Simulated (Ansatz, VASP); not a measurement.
## BaTe: VASP beside Ansatz

```
Ba Te
1.0
     0.00000    3.47820    3.41000
     3.47820    0.00000    3.41000
     3.47820    3.47820    0.00000
Ba Te
1 1
Direct
  0.00000 0.00000 0.00000
  0.50000 0.50000 0.50000
```

Change from the starting cell: equal xx and yy strain of +2 %.

Alike in both runs: task single point; functional PBEsol; k mesh 10 × 10 × 10; occupations fermi-dirac, width 0.05 eV; no spin polarisation.

```csv
,VASP,Ansatz
version,VASP 6.6.1,Ansatz 0.2.0
potentials or method,"VASP PAW PBE potentials, release 64 (Ba_sv, Te), cutoff 520 eV","all-electron LAPW, scalar-relativistic"
```

|  | VASP | Ansatz | Ansatz less VASP |
| --- | --- | --- | --- |
| pressure (GPa) | 0.9 | 0.5 | -0.40 |
| traceless stress, the component that is largest in VASP (GPa) | 1.08 | 1.02 | -0.062 |

VASP's potentials were made for PBE, not for PBEsol. Ansatz ran all-electron here, and VASP with PAW potentials.

Spin-orbit coupling is off throughout.
